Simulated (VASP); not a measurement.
Write the native input for VASP 6.6.1 that does the following.

```
Task                   : single point
Functional             : LDA
Potentials or basis    : VASP PAW LDA potentials, release 64 (Ca_sv, Y_sv)
Cutoff                 : 520 eV
k mesh                 : 9 × 9 × 5
Occupations            : fermi-dirac, width 0.1 eV
Spin                   : collinear spin
Starting moments       : [0.0, 0.9] μB
Fixed moment           : 0.9 μB
Dipole correction      : no
Further INCAR settings : ALGO = Normal; EDIFF = 1e-06; NBANDS = 22
```

The structure of CaY lies in POSCAR:

```
CaY
1.0
    1.9766574348     -2.9332380000      0.0000000000
    1.9766574348      2.9332380000      0.0000000000
   -0.0302115573      0.0000000000      6.1761332710
Ca Y
1 1
Direct
    0.0000000000      0.0000000000      0.0000000000
    0.5000000000      0.5000000000      0.5000000000
```

These files were run (other wordings do the same):

INCAR

```
PREC = Accurate
ENCUT = 520
EDIFF = 1E-6
ISMEAR = -1
SIGMA = 0.1
LREAL = F
LASPH = T
NELM = 150
ALGO = Normal
ISIF = 2
LWAVE = F
LCHARG = F
ISPIN = 2
MAGMOM = 0 0.9
LORBIT = 11
NUPDOWN = 0.9
LMAXMIX = 4
GGA = CA
NBANDS = 22
```

KPOINTS

```
regular mesh
0
Gamma
  9 9 5
```

Potentials or basis: VASP PAW LDA potentials, release 64 (Ca_sv, Y_sv).

The run is started by

```console
$ cat potpaw_LDA.64/Ca_sv/POTCAR potpaw_LDA.64/Y_sv/POTCAR > POTCAR
$ mpirun -np 1 vasp_std > vasp.out
```

Results of the run:

```json
{
 "Pressure": "-2.2 GPa",
 "Net moment": "0.90 μB per cell",
 "Site moments": "Ca +0.07; Y +0.37 μB",
 "Valence electrons inside the program's atomic spheres": "Ca 8.13; Y 9.35"
}
```

Caveat: the total moment is fixed, so each spin has its own Fermi level.

It took 8.5 min on 1 thread of Oxide Virtual Turin-like Processor, with other jobs on the host, peak memory 0.37 GiB.
